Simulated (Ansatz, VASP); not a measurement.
One calculation of Cu3O2, two programs

```xyz
5
Lattice="-2.0137 2.0137 3.4928 2.0137 -2.0137 3.4928 2.0137 2.0137 -3.4928" Properties=species:S:1:pos:R:3 pbc="T T T"
Cu    2.0137    0.0000    1.7464
Cu    0.0000    2.0137    1.7464
Cu    0.0000    0.0000    0.0000
O     2.0137    0.0000    0.0000
O     0.0000    2.0137    0.0000
```

Alike in both runs: task single point; functional LDA; k mesh 14 × 14 × 14; occupations gaussian, width 0.15 eV; no spin polarisation.

|  | VASP | Ansatz |
| --- | --- | --- |
| version | VASP 6.6.1 | Ansatz 0.2.0 |
| potentials or method | VASP PAW LDA potentials, release 64 (Cu, O), cutoff 520 eV | scalar-relativistic, plane waves, PAW |
| valence electrons in the cell | 45 | 69 |

Ansatz gave:

- gap on the k mesh at the Fermi level (eV): none
- pressure (GPa): 1.3
- traceless stress, the component that is largest in VASP (GPa): 10.96

Estimate VASP's values.

gap on the k mesh at the Fermi level (eV): none; pressure (GPa): 2.8; traceless stress, the component that is largest in VASP (GPa): 12.97.

Ansatz warns that its potentials were made for another functional, while VASP's fit it. LDA's correlation is that of Perdew and Zunger in VASP and of Perdew and Wang (1992) in Ansatz. A gap of «none» marks a metal or a gap that the smearing closes. VASP's potentials hold 45 valence electrons a cell and Ansatz's 69, so a difference there can come from the potentials and not from the codes.
